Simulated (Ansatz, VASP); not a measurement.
InSe2: VASP beside Ansatz

INCAR

```
PREC = Accurate
ENCUT = 520
EDIFF = 1E-7
ISMEAR = 0
SIGMA = 0.15
LREAL = False
LASPH = True
NELM = 60
ALGO = Normal
ISIF = 2
LWAVE = False
LCHARG = True
GGA = PS
LELF = True
LVHAR = True
NBANDS = 34
```

KPOINTS

```
regular mesh
0
Gamma
  12 12 6
```

The input POSCAR:

```
InSe2
1.0
    4.1394079591      0.0000000000      0.0000000000
    0.0000000000      4.1394079591      0.0000000000
    0.0000000000      0.0000000000     10.0877542551
In Se
2 4
Direct
    0.0000000000      0.5000000000      0.7051148767
    0.5000000000      0.0000000000      0.2948851233
    0.0000000000      0.5000000000      0.3669879178
    0.5000000000      0.0000000000      0.6330120822
    0.0000000000      0.0000000000      0.0000000000
    0.5000000000      0.5000000000      0.0000000000
```

Input for Ansatz:

```yaml
crystal:
  lattice:
    - [4.1394079591, 0.0, 0.0]
    - [0.0, 4.1394079591, 0.0]
    - [0.0, 0.0, 10.0877542551]
  atoms:
    - { symbol: In, position: [0.0, 0.5, 0.7051148767] }
    - { symbol: In, position: [0.5, 0.0, 0.2948851233] }
    - { symbol: Se, position: [0.0, 0.5, 0.3669879178] }
    - { symbol: Se, position: [0.5, 0.0, 0.6330120822] }
    - { symbol: Se, position: [0.0, 0.0, 0.0] }
    - { symbol: Se, position: [0.5, 0.5, 0.0] }
basis:
  ecutwfc: 420
kpoints:
  mp_grid: { grid: [12, 12, 6] }
hamiltonian:
  xc: pbesol
scf:
  occupations: { method: gaussian, width: 0.15 }
output:
  forces: true
  stress: true
  eigenvalues: true
```

Change from the starting cell: strain +0.080 along x and y, +0.080 along z, atoms carried along.

Alike in both runs: task single point; functional PBEsol; k mesh 12 × 12 × 6; occupations gaussian, width 0.15 eV; no spin polarisation.

```csv
,VASP,Ansatz
version,VASP 6.6.1,Ansatz 0.2.0
potentials or method,"VASP PAW PBE potentials, release 64 (In_d, Se), cutoff 520 eV","scalar-relativistic, plane waves, PAW"
valence electrons in the cell,50,90
```

|  | VASP | Ansatz | Ansatz less VASP |
| --- | --- | --- | --- |
| gap on the k mesh at the Fermi level (eV) | none | none | - |
| pressure (GPa) | -9.0 | -9.0 | -0.01 |
| traceless stress, the component that is largest in VASP (GPa) | 4.40 | 4.41 | +0.016 |
| rms of the force components (eV/Å) | 0.146 | 0.146 | +0.0002 |

VASP's potentials were made for PBE, not for PBEsol. Atom by atom the forces differ by 0.000 eV/Å (rms over components). A gap of «none» marks a metal or a gap that the smearing closes. With one functional, cell and mesh, what is left measures potentials, basis and numerics. VASP's potentials hold 50 valence electrons a cell and Ansatz's 90, so a difference there can come from the potentials and not from the codes.
